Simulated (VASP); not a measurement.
# Al3O2: single point with r2SCAN

Crystal: Al3O2.

```
CELL_PARAMETERS angstrom
2.90417 0.00000 0.00000
-1.45209 2.51509 0.00000
0.00000 0.00000 8.67416
ATOMIC_POSITIONS crystal
Al 0.00000 0.00000 0.00000
Al 0.33333 0.66667 0.73068
Al 0.66667 0.33333 0.26932
O 0.33333 0.66667 0.34756
O 0.66667 0.33333 0.65244
```

```json
{
  "Program": "VASP 6.6.1",
  "Task": "single point",
  "Functional": "r2SCAN",
  "Potentials or basis": "VASP PAW PBE potentials, release 64 (Al, O)",
  "Cutoff": "520 eV",
  "k mesh": "6 × 6 × 4",
  "Occupations": "gaussian, width 0.1 eV",
  "Spin": "no spin polarisation",
  "Dipole correction": "no",
  "Further INCAR settings": "ALGO = Normal; EDIFF = 1e-06; NBANDS = 18"
}
```

* Pressure: -0.1 GPa
* Largest force: 0.044 eV/Å
* Band gap on the k mesh: zero (an odd number of electrons rules out a gap without spin polarisation)

Forces in eV/Å, atoms in the order of the input:
```
Al   0.000  0.000  0.000
Al   0.000  0.000 -0.018
Al   0.000  0.000  0.018
O    0.000  0.000 -0.044
O    0.000  0.000  0.044
```

Levels at points of the mesh, in eV from the Fermi level:
```
           k point  band 7  band 8  band 9  band 10  band 11  band 12  band 13  band 14
(0.00, 0.00, 0.00)   -5.66   -5.60   -5.60    -3.23     0.23     4.40     5.79    10.73
(0.50, 0.00, 0.00)   -6.26   -5.91   -3.94    -3.84    -1.04     0.46     3.74     5.30
(0.00, 0.00, 0.50)   -5.66   -5.60   -5.60    -4.28     1.05     3.49     6.44     9.44
(0.50, 0.00, 0.50)   -6.13   -6.06   -3.99    -3.98    -0.82     0.46     3.63     5.31
```

Wall time 61 s on 1 thread of Intel(R) Xeon(R) 6975P-C (Granite Rapids), with other jobs on the host, peak memory 0.2 GiB.

Caveat: the k points lie up to 0.42 Å⁻¹ apart, too coarse for converged energies and pressures of a metal; the PAW data sets were made with another functional, which shifts forces and pressure a little; an odd number of electrons without spin polarisation forces a metal; a magnetic or distorted state may lie lower.
